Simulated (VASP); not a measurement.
# ZnS (F-43m) in VASP: notebook, part 2 of 2

VASP 6.6.1.

## 4. Single point, PBE (volume changed by +6%)

Contents of INCAR:

```
SYSTEM = ZnS
PREC = Accurate
ENCUT = 520
EDIFF = 1E-7
ISMEAR = 0
SIGMA = 0.01
LREAL = .False.
LASPH = .True.
NELM = 100
ALGO = Normal
ISIF = 2
LWAVE = .False.
LCHARG = .False.
GGA = PE
NBANDS = 16
```

Contents of KPOINTS:

```
Automatic mesh
0
Gamma
  6 6 6
  0 0 0
```

Contents of POSCAR:

```
ZnS
1.0
    0.0000000000      2.7748753364      2.7748753364
    2.7748753364      0.0000000000      2.7748753364
    2.7748753364      2.7748753364      0.0000000000
Zn S
1 1
Direct
    0.2500000000      0.2500000000      0.2500000000
    0.0000000000      0.0000000000      0.0000000000
```

Potentials or basis: VASP PAW PBE potentials, release 64 (Zn, S).

Command:

```console
$ cat potpaw_PBE.64/Zn/POTCAR potpaw_PBE.64/S/POTCAR > POTCAR
$ mpirun -np 1 vasp_std > vasp.out
```

OUTCAR:

```text
SYSTEM = ZnS
   PREC = Accurate
   ENCUT = 520
   EDIFF = 1E-7
   ISMEAR = 0
   LREAL = .False.
   LASPH = .True.
   NELM = 100
   ISIF = 2
   GGA = PE

 ion  position               nearest neighbor table
   1  0.250  0.250  0.250-   2 2.40   2 2.40   2 2.40   2 2.40
   2  0.000  0.000  0.000-   1 2.40   1 2.40   1 2.40   1 2.40

  LATTYP: Found a face centered cubic cell.
 ALAT       =     5.5497506728

  Lattice vectors:

 A1 = (   0.0000000000,   2.7748753364,   2.7748753364)
 A2 = (   2.7748753364,   0.0000000000,   2.7748753364)
 A3 = (   2.7748753364,   2.7748753364,   0.0000000000)

Analysis of symmetry for initial positions (statically):
=====================================================================
 Subroutine PRICEL returns:
 Original cell was already a primitive cell.

 Routine SETGRP: Setting up the symmetry group for a
 face centered cubic supercell.

 Subroutine GETGRP returns: Found 24 space group operations
 (whereof 24 operations were pure point group operations)
 out of a pool of 48 trial point group operations.

The static configuration has the point symmetry T_d .

[... 149 lines left out ...]

  energy without entropy =       -6.82412423  energy(sigma->0) =       -6.82412423

 E-fermi :   1.5144     XC(G=0):  -9.2585

 val. band max:        1.3998265343   @ k =   0.0000   0.0000   0.0000
 cond. band min:       3.1707119656   @ k =   0.0000   0.0000   0.0000
 fundamental gap:      1.7708854314
 Fermi energy:         1.5143501091

 k-point     1 :       0.0000    0.0000    0.0000
  band No.  band energies     occupation
      1     -11.2169      2.00000
      2      -4.6594      2.00000
      3      -4.6594      2.00000
      4      -4.6594      2.00000
      5      -4.2512      2.00000
      6      -4.2512      2.00000
[... 281 lines left out ...]
      3      -4.4187      2.00000
      4      -4.3383      2.00000
      5      -4.2306      2.00000
      6      -3.9581      2.00000
[... 8 lines left out ...]
     15      15.0198      0.00000
     16      15.8390      0.00000

------------------------ aborting loop because EDIFF is reached ----------------------------------------

  FORCE on cell =-STRESS in cart. coord.  units (eV):
  Direction    XX          YY          ZZ          XY          YZ          ZX
  --------------------------------------------------------------------------------------
  -------------------------------------------------------------------------------------
  Total       -0.9106474     -0.9106474     -0.9106474      0.0000000      0.0000000     -0.0000000
  in kB      -34.1428996    -34.1428996    -34.1428996      0.0000000      0.0000000     -0.0000000
  external PRESSURE =     -34.1428996 kB  Pullay stress =       0.0000000 kB

 VOLUME and BASIS-vectors are now :
 -----------------------------------------------------------------------------
  energy-cutoff  :      520.00
  volume of cell :       42.73
      direct lattice vectors                 reciprocal lattice vectors
     0.000000000  2.774875336  2.774875336    -0.180188275  0.180188275  0.180188275
     2.774875336  0.000000000  2.774875336     0.180188275 -0.180188275  0.180188275
     2.774875336  2.774875336  0.000000000     0.180188275  0.180188275 -0.180188275

 POSITION                                       TOTAL-FORCE (eV/Angst)
 -----------------------------------------------------------------------------------
      1.38744      1.38744      1.38744        -0.000000     -0.000000     -0.000000
      0.00000      0.00000      0.00000         0.000000      0.000000      0.000000
 -----------------------------------------------------------------------------------
    total drift:                                0.000000      0.000000      0.000000

  FREE ENERGIE OF THE ION-ELECTRON SYSTEM (eV)
  ---------------------------------------------------
  free  energy   TOTEN  =        -6.8241242265 eV

  energy  without entropy=       -6.8241242265  energy(sigma->0) =       -6.82412423
```

OSZICAR:

```text
N       E                     dE             d eps       ncg     rms          rms(c)
DAV:   1     0.848113465250E+02    0.84811E+02   -0.85480E+03   512   0.130E+03
DAV:   2    -0.183844659830E+01   -0.86650E+02   -0.80083E+02   592   0.258E+02
DAV:   3    -0.720311399617E+01   -0.53647E+01   -0.53448E+01   624   0.604E+01
DAV:   4    -0.725576590442E+01   -0.52652E-01   -0.52637E-01   608   0.652E+00
DAV:   5    -0.725636604567E+01   -0.60014E-03   -0.60013E-03   648   0.624E-01    0.593E+00
DAV:   6    -0.684202048876E+01    0.41435E+00   -0.74215E-01   744   0.286E+01    0.470E+00
DAV:   7    -0.682433458974E+01    0.17686E-01   -0.23010E-01   552   0.415E+00    0.246E+00
DAV:   8    -0.682362161909E+01    0.71297E-03   -0.47171E-03   656   0.647E-01    0.634E-01
DAV:   9    -0.682394392988E+01   -0.32231E-03   -0.10800E-03   600   0.261E-01    0.110E-01
DAV:  10    -0.682411913592E+01   -0.17521E-03   -0.16756E-04   632   0.136E-01    0.516E-02
DAV:  11    -0.682412271196E+01   -0.35760E-05   -0.36618E-05   640   0.948E-02    0.555E-03
DAV:  12    -0.682412417067E+01   -0.14587E-05   -0.33587E-06   664   0.232E-02    0.521E-03
DAV:  13    -0.682412422652E+01   -0.55851E-07   -0.65809E-07   632   0.112E-02
   1 F= -.68241242E+01 E0= -.68241242E+01  d E =-.857833E-61
```

Run time: 13 s. Hardware: 1 thread of Intel Xeon Platinum 8259CL at 2.50GHz (Skylake/Cascade Lake), shared host; peak memory 0.16 GiB.

What came out:

```yaml
Free_energy: -6.8241 eV
Pressure: -3.4 GPa
Band_gap_on_the_k_mesh: 1.77 eV, direct
```

## 5. Single point, r2SCAN (volume changed by -6%)

Contents of POSCAR:

```
ZnS
1.0
    0.0000000000      2.6390985877      2.6390985877
    2.6390985877      0.0000000000      2.6390985877
    2.6390985877      2.6390985877      0.0000000000
Zn S
1 1
Direct
    0.2500000000      0.2500000000      0.2500000000
    0.0000000000      0.0000000000      0.0000000000
```

Contents of INCAR.step1:

```
SYSTEM = ZnS
PREC     = Accurate       ! precision mode
ENCUT    = 520            ! plane-wave cutoff, eV
ISMEAR   = 0              ! smearing method
SIGMA    = 0.01           ! smearing width, eV
LREAL    = .FALSE.        ! projectors in reciprocal space
LASPH    = .TRUE.         ! aspherical terms in the spheres
NELM     = 60             ! most SCF steps
NBANDS   = 16             ! bands
GGA      = PE             ! functional
ALGO     = Normal         ! electronic algorithm
EDIFF    = 1E-4           ! SCF threshold, eV
LWAVE    = .TRUE.         ! write WAVECAR
LCHARG   = .FALSE.        ! write CHGCAR
```

Contents of INCAR.step2:

```
SYSTEM = ZnS
PREC     = Accurate       ! precision mode
ENCUT    = 520            ! plane-wave cutoff, eV
EDIFF    = 1E-6           ! SCF threshold, eV
ISMEAR   = 0              ! smearing method
SIGMA    = 0.01           ! smearing width, eV
LREAL    = .FALSE.        ! projectors in reciprocal space
LASPH    = .TRUE.         ! aspherical terms in the spheres
NELM     = 60             ! most SCF steps
ALGO     = Normal         ! electronic algorithm
ISIF     = 2              ! what is computed and relaxed
LWAVE    = .FALSE.        ! write WAVECAR
LCHARG   = .TRUE.         ! write CHGCAR
METAGGA  = R2SCAN         ! meta-GGA
LMIXTAU  = .TRUE.       
LELF     = .TRUE.         ! ELF
LVHAR    = .TRUE.       
NBANDS   = 16             ! bands
ISTART   = 1
```

Contents of KPOINTS:

```
regular mesh
0
G
  6 6 6
  0 0 0
```

Command:

```console
$ cat potpaw_PBE.64/Zn/POTCAR potpaw_PBE.64/S/POTCAR > POTCAR
$ cp INCAR.step1 INCAR
$ mpirun -np 1 vasp_std > vasp.out
$ cp INCAR.step2 INCAR
$ mpirun -np 1 vasp_std > vasp.out
```

Wall time 44 s (1 thread of Intel Xeon Platinum 8259CL at 2.50GHz (Skylake/Cascade Lake), shared host); peak memory 0.16 GiB.

The run converged. Its results:

* Free energy: -18.8247 eV
* Pressure: 5.7 GPa
* Band gap on the k mesh: 3.01 eV, direct

Levels at points of the mesh, in eV from the valence-band top:
| k point | band 6 | band 7 | band 8 | band 9 | band 10 | band 11 | band 12 | band 13 |
| --- | --- | --- | --- | --- | --- | --- | --- | --- |
| (0.00, 0.00, 0.00) | -6.17 | 0.00 | 0.00 | 0.00 | 3.01 | 6.83 | 6.83 | 6.83 |
| (0.50, 0.00, 0.00) | -5.99 | -5.86 | -1.00 | -1.00 | 3.95 | 7.33 | 7.33 | 9.69 |
| (0.50, 0.50, 0.00) | -5.93 | -4.91 | -2.56 | -2.56 | 3.56 | 4.45 | 12.34 | 13.32 |

Caveat: the PAW data sets were made with another functional, which shifts forces and pressure a little.

## 6. The runs side by side

```tsv
level	cell	gap on the mesh (eV)	pressure (GPa)
PBE	a = 3.849 Å, angles 60.0°, 2 atoms	2.02	0.2
PBE	a = 3.887 Å, angles 60.0°, 2 atoms	1.89	-1.8
PBE	a = 3.924 Å, angles 60.0°, 2 atoms	1.77	-3.4
r2SCAN	a = 3.732 Å, angles 60.0°, 2 atoms	3.01	5.7
```

Alike in all rows: task single point; potentials or basis VASP PAW PBE potentials, release 64 (Zn, S); no spin polarisation; k mesh 6 × 6 × 6; cutoff (eV) 520; smearing gaussian 0.01 eV.

Caveats: the PAW data sets were made with another functional, which shifts forces and pressure a little (some runs).

Total energies depend on the potentials used, so only differences within one code and one set of settings carry meaning.

## 7. Against experiment

Step 2. Against the measured gap of ZnS, 3.85 eV (direct; 19 K; quoted in “Electronic, vibrational, and thermodynamic properties of ZnS (zincblende and rocksalt structure)”, 2009, arxiv:0911.5022), the calculated 2.02 eV is off by -1.83 eV. The value is that of PBE, without temperature or zero-point motion. Semilocal functionals fall short of measured gaps as a rule.
